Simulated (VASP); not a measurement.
## MgB2 (k07): single point with PBE

Crystal: MgB2 (k07).

```
Mg B
1.0
     3.07531    0.00000    0.00000
    -1.53766    2.66330    0.00000
     0.00000    0.00000    3.52414
Mg B
1 2
Direct
  0.00000 0.00000 0.00000
  0.33333 0.66667 0.50000
  0.66667 0.33333 0.50000
```

| Quantity | Value |
| --- | --- |
| Program | VASP 6.6.1 |
| Task | single point |
| Functional | PBE |
| Potentials or basis | VASP PAW PBE potentials, release 64 (Mg, B) |
| Cutoff | 520 eV |
| k mesh | 21 × 21 × 16 |
| Occupations | gaussian, width 0.1 eV |
| Spin | no spin polarisation |

| Property | Result |
| --- | --- |
| Pressure | -0.3 GPa |
| Band gap on the k mesh | zero (band 4 reaches 7.09 eV, above the bottom of band 5 at 3.30 eV) |

Stress tensor (GPa, compression positive):
```
-0.20  0.00  0.00
 0.00 -0.20  0.00
 0.00  0.00 -0.40
```

Levels at points of the mesh, in eV from the Fermi level:
```
           k point  band 1  band 2  band 3  band 4  band 5  band 6  band 7  band 8
(0.00, 0.00, 0.00)  -12.43   -2.96    0.40    0.40    1.64    6.38    6.38    8.22
(0.00, 0.00, 0.50)  -11.16   -7.43    0.77    0.77    6.70    6.70    8.05    9.95
```

Wall time 2.5 min on 1 thread of AMD EPYC 7R13, with other jobs on the host, peak memory 0.23 GiB.
